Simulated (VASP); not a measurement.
# Sr2RePdO6 (I4/m) in VASP: further runs

Aim: see how the results for Sr2RePdO6 move with the level of theory and the settings. Levels: PBE, LDA. Tasks: single point.

Everything below comes from runs of VASP 6.6.1. Logs are shortened: lines on timing, memory, paths and dates and some standing lists are left out, and cuts for length are marked.

### Step 1. The cell of the first run

The structure is tetragonal, space group I4/m (No. 87). Conventional cell: a = 5.600 Å, b = 5.600 Å, c = 7.996 Å, α = 90.00°, β = 90.00°, γ = 90.00°. Re (site symmetry 4/m) has 6 O at 1.94 Å within 2.6 Å. Pd (site symmetry 4/m) has 6 O at 2.05 to 2.06 Å within 2.7 Å. O (site symmetry m) has 1 Re at 1.94 Å and 1 Pd at 2.05 Å and 4 Sr at 2.66 to 2.98 Å and 8 O at 2.74 to 2.90 Å within 3.0 Å. O (site symmetry 4) has 1 Re at 1.94 Å and 1 Pd at 2.06 Å within 2.6 Å. Sr (site symmetry -4) has 12 O at 2.66 to 2.98 Å and 4 Re at 3.44 Å and 4 Pd at 3.44 Å within 3.5 Å.

### Step 2. Single point, PBE

INCAR reads:

```
SYSTEM = Sr2RePdO6
  ALGO = Normal
  EDIFF = 1E-6
  ENCUT = 520
  GGA = PE
  ISIF = 2
  ISMEAR = -1
  LASPH = .True.
  LCHARG = .False.
  LREAL = .False.
  LWAVE = .False.
  NBANDS = 48
  NELM = 80
  PREC = Accurate
  SIGMA = 0.1
```

KPOINTS reads:

```
k-points
0
Gamma
  5 5 5
  0 0 0
```

POSCAR reads:

```
Sr2RePdO6
1.0
    0.0000000000      5.5995780000      0.0000000000
    5.5995780000      0.0000000000      0.0000000000
    2.7997890000      2.7997890000     -3.9977730000
Re Pd O Sr
1 1 6 2
Direct
    0.5000000000      0.5000000000      0.0000000000
    0.0000000000      0.0000000000      0.0000000000
    0.2277000000      0.2861000000      0.0000000000
    0.2861000000      0.7723000000      0.0000000000
    0.7723000000      0.7139000000      0.0000000000
    0.7139000000      0.2277000000      0.0000000000
    0.2571000000      0.2571000000      0.4858000000
    0.7429000000      0.7429000000      0.5142000000
    0.7500000000      0.2500000000      0.5000000000
    0.2500000000      0.7500000000      0.5000000000
```

Potentials or basis: VASP PAW PBE potentials, release 64 (Re, Pd, O, Sr_sv).

The run is started by

```
$ cat potpaw_PBE.64/Re/POTCAR potpaw_PBE.64/Pd/POTCAR potpaw_PBE.64/O/POTCAR potpaw_PBE.64/Sr_sv/POTCAR > POTCAR
$ mpirun -np 1 vasp_std > vasp.out
```

OUTCAR:

```text
SYSTEM = Sr2RePdO6
   EDIFF = 1E-6
   ENCUT = 520
   GGA = PE
   ISIF = 2
   ISMEAR = -1
   LASPH = .True.
   LREAL = .False.
   NELM = 80
   PREC = Accurate

 ion  position               nearest neighbor table
   1  0.500  0.500  0.000-   3 1.94   4 1.94   5 1.94   6 1.94   7 1.94   8 1.94  10 3.44   9 3.44
                            10 3.44   9 3.44   9 3.44  10 3.44   9 3.44  10 3.44
   2  0.000  0.000  0.000-   3 2.05   4 2.05   5 2.05   6 2.05   8 2.06   7 2.06   9 3.44  10 3.44
                             9 3.44  10 3.44   9 3.44  10 3.44  10 3.44   9 3.44
   3  0.228  0.286  0.000-   1 1.94   2 2.05   9 2.66  10 2.66   9 2.98  10 2.98
   4  0.286  0.772  0.000-   1 1.94   2 2.05  10 2.66   9 2.66  10 2.98   9 2.98
   5  0.772  0.714  0.000-   1 1.94   2 2.05   9 2.66  10 2.66   9 2.98  10 2.98
   6  0.714  0.228  0.000-   1 1.94   2 2.05  10 2.66   9 2.66  10 2.98   9 2.98
   7  0.257  0.257  0.486-   1 1.94   2 2.06   9 2.80  10 2.80  10 2.80   9 2.80
   8  0.743  0.743  0.514-   1 1.94   2 2.06  10 2.80   9 2.80  10 2.80   9 2.80
   9  0.750  0.250  0.500-   4 2.66   6 2.66   3 2.66   5 2.66   8 2.80   7 2.80   7 2.80   8 2.80
                             6 2.98   5 2.98   4 2.98   3 2.98   2 3.44   1 3.44   2 3.44   1 3.44
  10  0.250  0.750  0.500-   3 2.66   5 2.66   4 2.66   6 2.66   8 2.80   7 2.80   7 2.80   8 2.80
                             3 2.98   5 2.98   4 2.98   6 2.98   2 3.44   1 3.44   2 3.44   1 3.44

  LATTYP: Found a body centered tetragonal cell.
 ALAT       =     5.5995780000
 C/A-ratio  =     1.4278836727

  Lattice vectors:

 A1 = (  -2.7997890000,   2.7997890000,   3.9977730000)
 A2 = (   2.7997890000,  -2.7997890000,   3.9977730000)
 A3 = (   2.7997890000,   2.7997890000,  -3.9977730000)

Analysis of symmetry for initial positions (statically):
=====================================================================
 Subroutine PRICEL returns:
 Original cell was already a primitive cell.

 Routine SETGRP: Setting up the symmetry group for a
 body centered tetragonal supercell.

 Subroutine GETGRP returns: Found  8 space group operations
 (whereof  8 operations were pure point group operations)
 out of a pool of 16 trial point group operations.

The static configuration has the point symmetry C_4h.

Analysis of symmetry for dynamics (positions and initial velocities):
=====================================================================
 Subroutine PRICEL returns:
 Original cell was already a primitive cell.

 Routine SETGRP: Setting up the symmetry group for a
 body centered tetragonal supercell.

 Subroutine GETGRP returns: Found  8 space group operations
 (whereof  8 operations were pure point group operations)
 out of a pool of 16 trial point group operations.

The dynamic configuration has the point symmetry C_4h.

 Subroutine INISYM returns: Found  8 space group operations
 (whereof  8 operations are pure point group operations),
 and found     1 'primitive' translations

----------------------------------------------------------------------------------------

                                     Primitive cell

  volume of cell :     125.3513

  direct lattice vectors                    reciprocal lattice vectors
     0.000000000  5.599578000  0.000000000     0.000000000  0.178584886  0.125069633
     5.599578000  0.000000000  0.000000000     0.178584886  0.000000000  0.125069633
     2.799789000  2.799789000 -3.997773000     0.000000000  0.000000000 -0.250139265

  length of vectors
     5.599578000  5.599578000  5.626706483     0.218025170  0.218025170  0.250139265

  position of ions in fractional coordinates (direct lattice)
     0.500000000  0.500000000  0.000000000
     0.000000000  0.000000000  0.000000000
     0.227700000  0.286100000  0.000000000
     0.286100000  0.772300000  0.000000000
     0.772300000  0.713900000  0.000000000
     0.713900000  0.227700000  0.000000000
     0.257100000  0.257100000  0.485800000
     0.742900000  0.742900000  0.514200000
     0.750000000  0.250000000  0.500000000
     0.250000000  0.750000000  0.500000000

  ion indices of the primitive-cell ions
   primitive index   ion index
                 1           1
                 2           2
                 3           3
                 4           4
                 5           5
                 6           6
                 7           7
                 8           8
                 9           9
                10          10

----------------------------------------------------------------------------------------

 KPOINTS: k-points

Automatic generation of k-mesh.
 Grid dimensions read from file:
 generate k-points for:    5    5    5

 Generating k-lattice:

  Cartesian coordinates                     Fractional coordinates (reciprocal lattice)
     0.000000000  0.035716977  0.025013927     0.200000000  0.000000000 -0.000000000
     0.035716977  0.000000000  0.025013927     0.000000000  0.200000000 -0.000000000
     0.000000000  0.000000000 -0.050027853     0.000000000  0.000000000  0.200000000

  Length of vectors
     0.043605034  0.043605034  0.050027853

  Shift w.r.t. Gamma in fractional coordinates (k-lattice)
     0.000000000  0.000000000  0.000000000

 Subroutine IBZKPT returns following result:
 ===========================================

 Found     21 irreducible k-points:

 Following reciprocal coordinates:
            Coordinates               Weight
  0.000000  0.000000  0.000000      1.000000
  0.200000  0.000000  0.000000      8.000000
  0.400000  0.000000  0.000000      8.000000
  0.200000  0.200000  0.000000      8.000000
  0.400000  0.200000  0.000000      8.000000
 -0.200000 -0.400000  0.000000      8.000000
[... 13 lines left out ...]
  0.000000  0.000000  0.400000      2.000000
 -0.200000  0.000000  0.400000      4.000000
   k-points           NKPTS =     21   k-points in BZ     NKDIM =     21   number of bands    NBANDS=     48
   number of dos      NEDOS =    301   number of ions     NIONS =     10
   total plane-waves  NPLWV =  74088
   dimension x,y,z NGX =    42 NGY =   42 NGZ =   42
   dimension x,y,z NGXF=    84 NGYF=   84 NGZF=   84
   ions per type =               1   1   6   2
   NGX,Y,Z   is equivalent  to a cutoff of  12.47, 12.47, 12.41 a.u.
   NGXF,Y,Z  is equivalent  to a cutoff of  24.94, 24.94, 24.82 a.u.
 SYSTEM =  Sr2RePdO6
   PREC   = accura    normal or accurate (medium, high low for compatibility)
   ISTART =      0    job   : 0-new  1-cont  2-samecut
   ICHARG =      2    charge: 1-file 2-atom 10-const
   ISPIN  =      1    spin polarized calculation?
   LNONCOLLINEAR =      F non collinear calculations
   LSORBIT =      F    spin-orbit coupling
   LASPH  =      T    aspherical Exc in radial PAW
   ENCUT  =  520.0 eV  38.22 Ry    6.18 a.u.  10.41 10.41 10.46*2*pi/ulx,y,z
   NELM   =     80;   NELMIN=  2; NELMDL= -5     # of ELM steps
   EDIFF  = 0.1E-05   stopping-criterion for ELM
   LREAL  =      F    real-space projection
   EDIFFG = 0.1E-04   stopping-criterion for IOM
   NSW    =      0    number of steps for IOM
   IBRION =     -1    ionic relax: 0-MD 1-quasi-New 2-CG
   NFREE  =      0    steps in history (QN), initial steepest desc. (CG)
   ISIF   =      2    stress and relaxation
   ISYM   =      2    0-nonsym 1-usesym 2-fastsym
   POTIM  = 0.5000    time-step for ionic-motion
   TEBEG  =    0.0;   TEEND  =   0.0 temperature during run
   PSTRESS=    0.0 pullay stress
   NELECT =      73.0000    total number of electrons
   NUPDOWN=      -1.0000    fix difference up-down
   EMIN   =  10.00;   EMAX   =-10.00  energy-range for DOS
   EFERMI =   0.00;   METHOD = LEGACY
   ISMEAR =    -1;   SIGMA  =   0.10  broadening in eV -4-tet -1-fermi 0-gaus
   EFERMI_NEDOS =   21; number of points for ismear=-14 and -15
   IALGO  =     38    algorithm
   IMIX   =      4    mixing-type and parameters
     AMIX     =   0.40;   BMIX     =  1.00
     AMIX_MAG =   1.60;   BMIX_MAG =  1.00
  volume/ion in A,a.u.               =      12.54        84.59
  Fermi-wavevector in a.u.,A,eV,Ry     =   1.367119  2.583480 25.429471  1.869013
  Thomas-Fermi vector in A             =   2.493199
   LORBIT       =      0    0 simple, 1 ext, 2 COOP (PROOUT), +10 PAW based schemes
   GGA     = PE    functional components
   LHFCALC =     F    Hartree Fock is set to
   AEXX    =    0.0000 exact exchange contribution
   IVDW    =     0    specifies the selected vdW correction
   LEPSILON=     F    determine dielectric tensor
   LRPA    =     F    only Hartree local field effects (RPA)
 non-spin polarized calculation
  energy-cutoff  :      520.00
  volume of cell :      125.35
 maximum number of plane-waves:      3415
 NGX is ok and might be reduce to    42
   NGX = 21   NGY = 21   NGZ = 21

 number of electron      73.0000015 magnetization

 Free energy of the ion-electron system (eV)
  ---------------------------------------------------
  ext. energy  EPLUGINS =         0.00000000
  ---------------------------------------------------
  free energy    TOTEN  =       -68.36082603 eV

  energy without entropy =      -68.12475706  energy(sigma->0) =      -68.24279155

 E-fermi :   6.0616     XC(G=0): -11.2731

 val. band max:        6.0481225297   @ k =  -0.2000  -0.4000   0.0000
 cond. band min:       6.0764374827   @ k =  -0.2000  -0.4000   0.2000
 fundamental gap:      0.0283149531
 Fermi energy:         6.0615700681

 k-point     1 :       0.0000    0.0000    0.0000
  band No.  band energies     occupation
      1     -29.2542      2.00000
      2     -29.2048      2.00000
      3     -14.2784      2.00000
      4     -13.4747      2.00000
      5     -13.3609      2.00000
      6     -12.9054      2.00000
[... 40 lines left out ...]
     47      11.8185      0.00000
     48      11.9900      0.00000
[... 1018 lines left out ...]
     47      11.9520      0.00000
     48      12.3427      0.00000

------------------------ aborting loop because EDIFF is reached ----------------------------------------

  FORCE on cell =-STRESS in cart. coord.  units (eV):
  Direction    XX          YY          ZZ          XY          YZ          ZX
  --------------------------------------------------------------------------------------
  -------------------------------------------------------------------------------------
  Total        7.8557183      7.8557183      7.9384402      0.0000024     -0.0000000      0.0000000
  in kB      100.4078708    100.4078708    101.4651810      0.0000313     -0.0000000      0.0000000
  external PRESSURE =     100.7603076 kB  Pullay stress =       0.0000000 kB

 VOLUME and BASIS-vectors are now :
 -----------------------------------------------------------------------------
  energy-cutoff  :      520.00
  volume of cell :      125.35
      direct lattice vectors                 reciprocal lattice vectors
     0.000000000  5.599578000  0.000000000     0.000000000  0.178584886  0.125069633
     5.599578000  0.000000000  0.000000000     0.178584886  0.000000000  0.125069633
     2.799789000  2.799789000 -3.997773000     0.000000000  0.000000000 -0.250139265

 POSITION                                       TOTAL-FORCE (eV/Angst)
 -----------------------------------------------------------------------------------
      2.79979      2.79979      0.00000        -0.000000     -0.000000      0.000000
      0.00000      0.00000      0.00000        -0.000000     -0.000000      0.000000
      1.60204      1.27502      0.00000         1.091838      0.310108      0.000000
      4.32455      1.60204      0.00000        -0.310108      1.091838      0.000000
      3.99754      4.32455      0.00000        -1.091838     -0.310108     -0.000000
      1.27502      3.99754      0.00000         0.310108     -1.091838      0.000000
      2.79979      2.79979     -1.94212        -0.000000     -0.000000      1.216459
      5.59958      5.59958     -2.05565        -0.000000     -0.000000     -1.216459
      2.79979      5.59958     -1.99889        -0.000000      0.000000     -0.000000
      5.59958      2.79979     -1.99889        -0.000000     -0.000000      0.000000
 -----------------------------------------------------------------------------------
    total drift:                                0.000000      0.000000     -0.000000

  FREE ENERGIE OF THE ION-ELECTRON SYSTEM (eV)
  ---------------------------------------------------
  free  energy   TOTEN  =       -68.3608260331 eV

  energy  without entropy=      -68.1247570613  energy(sigma->0) =      -68.24279155
```

Run time: 13 min. Hardware: 1 thread of Intel Xeon 8259CL, shared host; peak memory 0.33 GiB.

Results:

```
Free energy            : -68.3608 eV
Pressure               : 10.1 GPa
Largest force          : 1.216 eV/Å
Band gap on the k mesh : zero (an odd number of electrons rules out a gap without spin polarisation)
```

Forces on the atoms (eV/Å):
```
Re   0.000  0.000  0.000
Pd   0.000  0.000  0.000
O    1.092  0.310  0.000
O   -0.310  1.092  0.000
O   -1.092 -0.310  0.000
O    0.310 -1.092  0.000
O    0.000  0.000  1.216
O    0.000  0.000 -1.216
Sr   0.000  0.000  0.000
Sr   0.000  0.000  0.000
```

Levels at points of the mesh, in eV from the Fermi level:
| k point | band 32 | band 33 | band 34 | band 35 | band 36 | band 37 | band 38 | band 39 | band 40 | band 41 |
| --- | --- | --- | --- | --- | --- | --- | --- | --- | --- | --- |
| (0.00, 0.00, 0.00) | -3.26 | -3.02 | -2.68 | -2.68 | -1.19 | -1.00 | 0.46 | 0.46 | 0.65 | 2.86 |

Caveat: the cell stands under pressure; spin-orbit coupling is left out, which moves the levels of the heavy elements; an odd number of electrons without spin polarisation forces a metal; a magnetic or distorted state may lie lower.

### Step 3. Single point, PBE

INCAR reads:

```
  ALGO = Normal
  EDIFF = 1E-7
  ENCUT = 520
  GGA = PE
  ISIF = 2
  ISMEAR = -1
  LASPH = T
  LCHARG = T
  LELF = T
  LREAL = F
  LVHAR = T
  LWAVE = F
  NBANDS = 48
  NELM = 100
  PREC = Accurate
  SIGMA = 0.1
```

KPOINTS reads:

```
k-points
0
Gamma
  5 5 5
```

POSCAR is that of step 2.

Potentials or basis: VASP PAW PBE potentials, release 64 (Re, Pd, O, Sr_sv).

The run is started by

```
$ cat potpaw_PBE.64/Re/POTCAR potpaw_PBE.64/Pd/POTCAR potpaw_PBE.64/O/POTCAR potpaw_PBE.64/Sr_sv/POTCAR > POTCAR
$ mpirun -np 1 vasp_std > vasp.out
```

Wall time 14 min (1 thread of Intel Xeon 8259CL, shared host); peak memory 0.33 GiB.

Results (log left out):

| Property | Result |
| --- | --- |
| Free energy | -68.3608 eV |
| Pressure | 10.1 GPa |
| Largest force | 1.216 eV/Å |
| Band gap on the k mesh | zero (an odd number of electrons rules out a gap without spin polarisation) |

Forces in eV/Å, atoms in the order of the input:
```
Re   0.000  0.000  0.000
Pd   0.000  0.000  0.000
O    1.092  0.310  0.000
O   -0.310  1.092  0.000
O   -1.092 -0.310  0.000
O    0.310 -1.092  0.000
O    0.000  0.000  1.216
O    0.000  0.000 -1.216
Sr   0.000  0.000  0.000
Sr   0.000  0.000  0.000
```

Stress tensor (GPa, compression positive):
```
10.04  0.00  0.00
 0.00 10.04  0.00
 0.00  0.00 10.14
```

Levels at points of the mesh, in eV from the Fermi level:
| k point | band 33 | band 34 | band 35 | band 36 | band 37 | band 38 | band 39 | band 40 |
| --- | --- | --- | --- | --- | --- | --- | --- | --- |
| (0.00, 0.00, 0.00) | -3.02 | -2.68 | -2.68 | -1.19 | -1.00 | 0.46 | 0.46 | 0.65 |

Caveat: the cell stands under pressure; spin-orbit coupling is left out, which moves the levels of the heavy elements; an odd number of electrons without spin polarisation forces a metal; a magnetic or distorted state may lie lower.

### Step 4. Single point, LDA, collinear spin, zero start

INCAR reads:

```
SYSTEM = Sr2RePdO6
PREC = Accurate ; ENCUT = 520
EDIFF = 1E-7 ; ISMEAR = -1
SIGMA = 0.1 ; LREAL = .FALSE.
LASPH = .TRUE. ; NELM = 150
ALGO = Normal ; ISIF = 2
LWAVE = .FALSE. ; LCHARG = .FALSE.
ISPIN = 2 ; MAGMOM = 0 0 0 0 0 0 0 0 0 0
LORBIT = 11 ; LMAXMIX = 4
NBANDS = 52 ; NELECT = 72.0
```

KPOINTS reads:

```
Automatic mesh
0
G
  5 5 5
  0 0 0
```

POSCAR is that of step 3.

Potentials or basis: VASP PAW LDA potentials, release 64 (Re, Pd, O, Sr_sv).

The run is started by

```
$ cat potpaw_LDA.64/Re/POTCAR potpaw_LDA.64/Pd/POTCAR potpaw_LDA.64/O/POTCAR potpaw_LDA.64/Sr_sv/POTCAR > POTCAR
$ mpirun -np 1 vasp_std > vasp.out
```

It took 23 min on 1 thread of Intel Xeon 8259CL, shared host; peak memory 0.38 GiB.

It converged, with:

```
Free energy                                           : -82.8294 eV
Largest force                                         : 1.629 eV/Å
Net moment                                            : 0.00 μB per cell
Valence electrons inside the program's atomic spheres : Re 5.98; Pd 9.42; O 4.95; Sr 7.93
```

Forces in eV/Å, atoms in the order of the input:
```
Re   0.000  0.000  0.000
Pd   0.000  0.000  0.000
O    1.143  0.790  0.000
O   -0.790  1.143  0.000
O   -1.143 -0.790  0.000
O    0.790 -1.143  0.000
O    0.000  0.000  1.629
O    0.000  0.000 -1.629
Sr   0.000  0.000  0.000
Sr   0.000  0.000  0.000
```

Levels at points of the mesh, in eV from the Fermi level:
Spin up:
```csv
k point,band 33,band 34,band 35,band 36,band 37,band 38,band 39,band 40
"(0.00, 0.00, 0.00)",-2.45,-2.12,-2.12,-1.09,-0.88,0.67,0.67,0.86
```
Spin down:
| k point | band 34 | band 35 | band 36 | band 37 | band 38 | band 39 |
| --- | --- | --- | --- | --- | --- | --- |
| (0.00, 0.00, 0.00) | -2.12 | -2.12 | -1.09 | -0.88 | 0.67 | 0.67 |

Caveat: the cell carries a net charge on a neutralising background, which shifts energy and pressure; the cell is charged against a uniform background, so pressure and absolute levels hang on convention; spin-orbit coupling is left out, which moves the levels of the heavy elements; forces of over 1 eV/Å act on the atoms, so gaps and moduli don't describe the material at rest.
